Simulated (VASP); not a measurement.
Write the native input for VASP 6.6.1 that does the following.

- Task: single point
- Functional: PBE
- Potentials or basis: VASP PAW PBE potentials, release 64 (Br)
- Cutoff: 520 eV
- k mesh: 16 × 16 × 9
- Occupations: fermi-dirac, width 0.02 eV
- Spin: no spin polarisation
- Dipole correction: no
- Further INCAR settings: ALGO = Normal; EDIFF = 1e-06; NBANDS = 14

The structure of Br lies in POSCAR:

```
Br
1.0
    2.7604955607      0.0000000000      0.0000000000
   -1.3802477803      2.3906592826      0.0000000000
    0.0000000000      0.0000000000      5.1819340234
Br
2
Direct
    0.3333333333      0.6666666667      0.2500000000
    0.6666666667      0.3333333333      0.7500000000
```

These files were run (other wordings do the same):

INCAR

```
ALGO = Normal
EDIFF = 1E-6
ENCUT = 520
GGA = PE
ISIF = 2
ISMEAR = -1
LASPH = True
LCHARG = False
LREAL = False
LWAVE = False
NBANDS = 14
NELM = 80
PREC = Accurate
SIGMA = 0.02
```

KPOINTS

```
k-points
0
Gamma
  16 16 9
```

Potentials or basis: VASP PAW PBE potentials, release 64 (Br).

Run with:

```bash
$ cat potpaw_PBE.64/Br/POTCAR > POTCAR
$ mpirun -np 1 vasp_std > vasp.out
```

It gave:

```
Pressure               : 40.1 GPa
Band gap on the k mesh : zero (bands 7 and 8 overlap by 4.82 eV)
```

Caveat: the cell stands under pressure.

It took 19 s on 1 thread of Intel(R) Xeon(R) 6975P-C (Granite Rapids), with other jobs on the host, peak memory 0.19 GiB.
